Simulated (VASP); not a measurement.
A run of VASP 6.6.1 is set up as follows.

File INCAR:

```
ALGO = Fast ; EDIFF = 1E-6
ENCUT = 520 ; GGA = PE
ISIF = 2 ; ISMEAR = 0
LASPH = T ; LCHARG = F
LREAL = F ; LWAVE = F
NBANDS = 18 ; NELM = 60
PREC = Accurate ; SIGMA = 0.15
```

File KPOINTS:

```
k-points
0
Gamma
  15 15 10
```

File POSCAR:

```
Sc
1.0
    3.4302000000      0.0000000000      0.0000000000
   -1.7151000000      2.9706403401      0.0000000000
    0.0000000000      0.0000000000      5.4380000000
Sc
2
Direct
    0.3333333333      0.6666666667      0.2500000000
    0.6666666667      0.3333333333      0.7500000000
```

Potentials or basis: VASP PAW PBE potentials, release 64 (Sc_sv).

The run is started by

```console
$ cat potpaw_PBE.64/Sc_sv/POTCAR > POTCAR
$ mpirun -np 1 vasp_std > vasp.out
```

Question: Estimate the band gap on the k mesh.

Answer: Zero (bands 11 and 12 overlap by 1.23 eV).

Question: What does it give for the pressure?

Answer: -5.1 GPa.

Stress tensor (GPa, compression positive):
```
-4.85  0.00  0.00
 0.00 -4.85  0.00
 0.00  0.00 -5.65
```

Caveat: the cell stands under tension.
